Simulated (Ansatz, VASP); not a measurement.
One calculation of ZnCu, two programs

```
Zn Cu
1.0
     2.94500    0.01473    0.01473
     0.01473    2.94500    0.01473
     0.01473    0.01473    2.94500
Zn Cu
1 1
Cartesian
  1.4872 1.4872 1.4872
  0.0000 0.0000 0.0000
```

Change from the starting cell: equal xy, yz and zx shear strains of +1 %, crystal datasets.

Alike in both runs: task electric field gradients; functional PBEsol; k mesh 14 × 14 × 14; occupations fermi-dirac, width 0.05 eV; no spin polarisation.

|  | VASP | Ansatz |
| --- | --- | --- |
| version | VASP 6.6.1 | Ansatz 0.2.0 |
| potentials or method | VASP PAW PBE potentials, release 64 (Zn, Cu), cutoff 520 eV | all-electron PAW with datasets made for the crystal, scalar-relativistic |

|  | VASP | Ansatz | Ansatz less VASP |
| --- | --- | --- | --- |
| pressure (GPa) | -4.0 | -4.7 | -0.64 |
| traceless stress, the component that is largest in VASP (GPa) | -0.90 | -0.89 | +0.004 |
| size of Vzz on the site where it differs most (V/Å²) | 2.5 | 1.9 | -0.60 |

VASP's potentials were made for PBE, not for PBEsol. Ansatz ran all-electron here, and VASP with PAW potentials.
